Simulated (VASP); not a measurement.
Runs of VASP 6.6.1 on SnSe2. The structure is that of space group P-3m1 (No. 164), or close to it. The cells are those of the table. 

```tsv
task	level	cell	cutoff (eV)	gap on the mesh (eV)	pressure (GPa)	relaxed volume (Å³/atom)	largest force (eV/Å)
single point	PBE+D3(BJ)	a = 3.842, b = 3.842, c = 6.011 Å, angles 90.0, 90.0, 120.0°, 3 atoms	520	0.63	0.1	-	0.02
single point	PBE	a = 3.876, b = 3.876, c = 6.916 Å, angles 90.0, 90.0, 120.0°, 3 atoms	520	0.70	0.1	-	0.01
relaxation of cell and atoms	PBE	relaxed from a = 3.811, b = 3.811, c = 6.136 Å, angles 90.0, 90.0, 120.0°, 3 atoms	600	0.70	0.0	29.98	-
relaxation of cell and atoms	PBE+D3(BJ)	relaxed from a = 3.811, b = 3.811, c = 6.136 Å, angles 90.0, 90.0, 120.0°, 3 atoms	600	0.63	0.0	(a)	0.01
```

Alike in all rows: potentials or basis VASP PAW PBE potentials, release 64 (Sn_d, Se); no spin polarisation; k mesh 6 × 6 × 4; smearing gaussian 0.01 eV.

**Question.** Fill in the values left out.

**Answer.** (a) 25.60.

Caveats: spin-orbit coupling is left out, which moves the levels of the heavy elements; this functional lacks dispersion, which binds the layers, so the pressure and a relaxed spacing across them are unreliable (some runs); the volume moved by over 15 % at a fixed basis, so the end points are rough (some runs); the volume moved by +17 % from the deposited cell, more than functionals usually miss (some runs).

A k mesh can miss the band edges, and the runs leave out spin-orbit coupling on Se, Sn.
